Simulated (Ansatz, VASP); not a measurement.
One calculation of TiH5, two programs

The input INCAR:

```
SYSTEM = TiH5
PREC     = Accurate       ! precision mode
ENCUT    = 600            ! plane-wave cutoff, eV
EDIFF    = 1E-6           ! SCF threshold, eV
ISMEAR   = 0              ! smearing method
SIGMA    = 0.1            ! smearing width, eV
LREAL    = .FALSE.        ! projectors in reciprocal space
LASPH    = .TRUE.         ! aspherical terms in the spheres
NELM     = 60             ! most SCF steps
ALGO     = Normal         ! electronic algorithm
ISIF     = 3              ! what is computed and relaxed
LWAVE    = .FALSE.        ! write WAVECAR
LCHARG   = .FALSE.        ! write CHGCAR
GGA      = PE             ! functional
IBRION   = 2              ! ionic algorithm
NSW      = 100            ! ionic steps
EDIFFG   = -0.01          ! ionic threshold
```

Contents of KPOINTS:

```
Automatic mesh
0
G
  12 12 12
  0 0 0
```

File POSCAR:

```
TiH5
1.0
    3.4427721578      0.0000000000      0.0000000000
   -1.7213860789      2.9815281481      0.0000000000
    0.0000000000      0.0000000000      3.0900362145
Ti H
1 5
Direct
    0.0000000000      0.0000000000      0.0000000000
    0.7037266385      0.0000000000      0.5000000000
    0.6666666667      0.3333333333      0.0000000000
    0.2962733615      0.2962733615      0.5000000000
    0.0000000000      0.7037266385      0.5000000000
    0.3333333333      0.6666666667      0.0000000000
```

Input for Ansatz:

```yaml
crystal:
  lattice:
    - [3.4427721578, 0.0, 0.0]
    - [-1.7213860789, 2.9815281481, 0.0]
    - [0.0, 0.0, 3.0900362145]
  atoms:
    - { symbol: Ti, position: [0.0, 0.0, 0.0] }
    - { symbol: H, position: [0.7037266385, 0.0, 0.5] }
    - { symbol: H, position: [0.6666666667, 0.3333333333, 0.0] }
    - { symbol: H, position: [0.2962733615, 0.2962733615, 0.5] }
    - { symbol: H, position: [0.0, 0.7037266385, 0.5] }
    - { symbol: H, position: [0.3333333333, 0.6666666667, 0.0] }
basis:
  ecutwfc: 420
kpoints:
  mp_grid: { grid: [12, 12, 12] }
hamiltonian:
  xc: pbe
scf:
  occupations: { method: gaussian, width: 0.1 }
output:
  forces: true
  stress: true
  eigenvalues: true
relax:
  adjacent_minimum: "off"
  f_tol: 0.01
  max_steps: 80
  cell: { stress_tol: 0.05 }
```

Change from the starting cell: species swapped into the MgPt5 type (P-62m, No. 189).

Alike in both runs: task relaxation of cell and atoms; functional PBE; k mesh 12 × 12 × 12; occupations gaussian, width 0.1 eV; no spin polarisation.

```csv
,VASP,Ansatz
version,VASP 6.6.1,Ansatz 0.2.0
potentials or method,"VASP PAW PBE potentials, release 64 (Ti_sv, H), cutoff 600 eV","scalar-relativistic, plane waves, PAW"
valence electrons in the cell,17,17
```

```tsv
	VASP	Ansatz	Ansatz less VASP
gap on the k mesh at the Fermi level, each at its own relaxed structure (eV)	none	none	-
relaxed volume (Å³/atom)	5.31	5.31	-0.008
relaxed cell length with the largest relative difference (Å)	3.061	3.058	-0.0030
```

A gap of «none» marks a metal or a gap that the smearing closes.
